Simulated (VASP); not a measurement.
BP, 2 atoms in the cell. The structure is cubic, space group F-43m (No. 216). Conventional cell: a = 4.396 Å, b = 4.396 Å, c = 4.396 Å, α = 90.00°, β = 90.00°, γ = 90.00°. B (site symmetry -43m) has 4 P at 1.90 Å within 2.5 Å. P (site symmetry -43m) has 4 B at 1.90 Å within 2.5 Å. 

- Program: VASP 6.6.1
- Task: single point
- Functional: r2SCAN
- Potentials or basis: VASP PAW PBE potentials, release 64 (B, P)
- Cutoff: 520 eV
- k mesh: 10 × 10 × 10
- Occupations: gaussian, width 0.02 eV
- Spin: no spin polarisation
- Dipole correction: no
- Further INCAR settings: ALGO = Normal; EDIFF = 1e-07; NBANDS = 11

Potentials or basis: VASP PAW PBE potentials, release 64 (B, P).

The run is started by

```console
$ cat potpaw_PBE.64/B/POTCAR potpaw_PBE.64/P/POTCAR > POTCAR
$ cp INCAR.step1 INCAR
$ mpirun -np 1 vasp_std > vasp.out
$ cp INCAR.step2 INCAR
$ mpirun -np 1 vasp_std > vasp.out
```

Hardware: 1 thread of Intel(R) Xeon(R) 6975P-C (Granite Rapids), with other jobs on the host.

Task: How long does it take, and how much memory?

Result: Wall time 17 s on 1 thread of Intel(R) Xeon(R) 6975P-C (Granite Rapids) (shared host), peak memory 0.13 GiB. Counts: k points 47.
